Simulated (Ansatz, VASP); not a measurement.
BN in VASP and in Ansatz

The input INCAR:

```
PREC = Accurate ; ENCUT = 520
EDIFF = 1E-6 ; ISMEAR = 0
SIGMA = 0.05 ; LREAL = False
LASPH = True ; NELM = 80
ALGO = Normal ; ISIF = 2
LWAVE = False ; LCHARG = True
GGA = PE ; LELF = True
LVHAR = True ; NBANDS = 26
```

File KPOINTS:

```
regular mesh
0
Gamma
  6 6 10
```

POSCAR

```
BN
1.0
    4.4890000000      0.0000000000      0.0000000000
    0.0000000000      4.4890000000      0.0000000000
    0.0000000000      0.0000000000      2.8551000000
B N
4 4
Direct
    0.1742811368      0.8257188632      0.5000000000
    0.3257188632      0.3257188632      0.0000000000
    0.6742811368      0.6742811368      0.0000000000
    0.8257188632      0.1742811368      0.5000000000
    0.8126115048      0.8126115048      0.5000000000
    0.3126115048      0.6873884952      0.0000000000
    0.6873884952      0.3126115048      0.0000000000
    0.1873884952      0.1873884952      0.5000000000
```

Input for Ansatz:

```yaml
crystal:
  lattice:
    - [4.489, 0.0, 0.0]
    - [0.0, 4.489, 0.0]
    - [0.0, 0.0, 2.8551]
  atoms:
    - { symbol: B, position: [0.1742811368, 0.8257188632, 0.5] }
    - { symbol: B, position: [0.3257188632, 0.3257188632, 0.0] }
    - { symbol: B, position: [0.6742811368, 0.6742811368, 0.0] }
    - { symbol: B, position: [0.8257188632, 0.1742811368, 0.5] }
    - { symbol: "N", position: [0.8126115048, 0.8126115048, 0.5] }
    - { symbol: "N", position: [0.3126115048, 0.6873884952, 0.0] }
    - { symbol: "N", position: [0.6873884952, 0.3126115048, 0.0] }
    - { symbol: "N", position: [0.1873884952, 0.1873884952, 0.5] }
basis:
  ecutwfc: 520.0
kpoints:
  mp_grid: { grid: [6, 6, 10] }
hamiltonian:
  xc: pbe
  pseudopotentials: { kind: paw, azcp: { folder: soft_1 } }
scf:
  occupations: { method: gaussian, width: 0.05 }
output:
  forces: true
  stress: true
  eigenvalues: true
```

Alike in both runs: task single point; functional PBE; k mesh 6 × 6 × 10; occupations gaussian, width 0.05 eV; no spin polarisation.

```csv
,VASP,Ansatz
version,VASP 6.6.1,Ansatz 0.2.0
potentials or method,"VASP PAW PBE potentials, release 64 (B, N), cutoff 520 eV","scalar-relativistic, plane waves, PAW"
valence electrons in the cell,32,32
```

Ansatz gave:

| Property | Result |
| --- | --- |
| gap on the k mesh at the Fermi level (eV) | 4.14 |
| least direct gap on the mesh (eV) | 4.14 |
| rms of the force components (eV/Å) | 0.135 |

Q: Estimate VASP's values.

A: gap on the k mesh at the Fermi level (eV): 4.13; least direct gap on the mesh (eV): 4.13; rms of the force components (eV/Å): 0.129.

Atom by atom the forces differ by 0.011 eV/Å (rms over components).
